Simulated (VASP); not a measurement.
Write the native input for VASP 6.6.1 that does the following.

```yaml
Task: single point
Functional: r2SCAN
Potentials_or_basis: VASP PAW PBE potentials, release 64 (Hf_pv, N)
Cutoff: 520 eV
k_mesh: 9 × 9 × 9
Occupations: fermi-dirac, width 0.05 eV
Spin: no spin polarisation
Dipole_correction: no
Further_INCAR_settings: ALGO = Normal; EDIFF = 1e-06; NBANDS = 14
```

HfN:

```
Hf N
1.0
     0.00000    2.25600    2.25600
     2.25600    0.00000    2.25600
     2.25600    2.25600    0.00000
Hf N
1 1
Direct
  0.00000 0.00000 0.00000
  0.50000 0.50000 0.50000
```

One way to write it, as run:

POSCAR

```
HfN
1.0
    0.0000000000      2.2560000000      2.2560000000
    2.2560000000      0.0000000000      2.2560000000
    2.2560000000      2.2560000000      0.0000000000
Hf N
1 1
Direct
    0.0000000000      0.0000000000      0.0000000000
    0.5000000000      0.5000000000      0.5000000000
```

INCAR.step1

```
  PREC = Accurate
  ENCUT = 520
  ISMEAR = -1
  SIGMA = 0.05
  LREAL = F
  LASPH = T
  NELM = 100
  NBANDS = 14
  GGA = PE
  ALGO = Normal
  EDIFF = 1E-4
  LWAVE = T
  LCHARG = F
```

INCAR.step2

```
  PREC = Accurate
  ENCUT = 520
  EDIFF = 1E-6
  ISMEAR = -1
  SIGMA = 0.05
  LREAL = F
  LASPH = T
  NELM = 100
  ALGO = Normal
  ISIF = 2
  LWAVE = F
  LCHARG = T
  METAGGA = R2SCAN
  LMIXTAU = T
  LELF = T
  LVHAR = T
  NBANDS = 14
  ISTART = 1
```

KPOINTS

```
regular mesh
0
Gamma
  9 9 9
```

Potentials or basis: VASP PAW PBE potentials, release 64 (Hf_pv, N).

The run is started by

```console
$ cat potpaw_PBE.64/Hf_pv/POTCAR potpaw_PBE.64/N/POTCAR > POTCAR
$ cp INCAR.step1 INCAR
$ mpirun -np 1 vasp_std > vasp.out
$ cp INCAR.step2 INCAR
$ mpirun -np 1 vasp_std > vasp.out
```

It gave:

```json
{
 "Pressure": "-0.1 GPa"
}
```

Caveat: the PAW data sets were made with another functional, which shifts forces and pressure a little.

It took 35 s on 1 thread of AMD EPYC 9R45 96-Core Processor (Zen 5) (shared host), peak memory 0.12 GiB.
